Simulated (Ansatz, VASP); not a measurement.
**Lu in VASP and in Ansatz**

```
Lu
1.0
     3.48634    0.00000    0.00000
    -1.74317    3.01926    0.00000
     0.00000    0.00000    5.52924
Lu
2
Direct
  0.33333 0.66667 0.25000
  0.66667 0.33333 0.75000
```

Change from the starting cell: volume scaled by 0.98.

Alike in both runs: task single point; functional PBEsol; k mesh 13 × 13 × 8; occupations fermi-dirac, width 0.03 eV; no spin polarisation.

|  | VASP | Ansatz |
| --- | --- | --- |
| version | VASP 6.6.1 | Ansatz 0.2.0 |
| potentials or method | VASP PAW PBE potentials, release 64 (Lu), cutoff 520 eV | all-electron LAPW, scalar-relativistic |

|  | VASP | Ansatz | Ansatz less VASP |
| --- | --- | --- | --- |
| pressure (GPa) | -2.5 | -2.6 | -0.11 |
| traceless stress, the component that is largest in VASP (GPa) | -0.89 | -0.89 | +0.003 |

VASP's potentials were made for PBE, not for PBEsol. Ansatz ran all-electron here, and VASP with PAW potentials.

Spin-orbit coupling is off throughout.
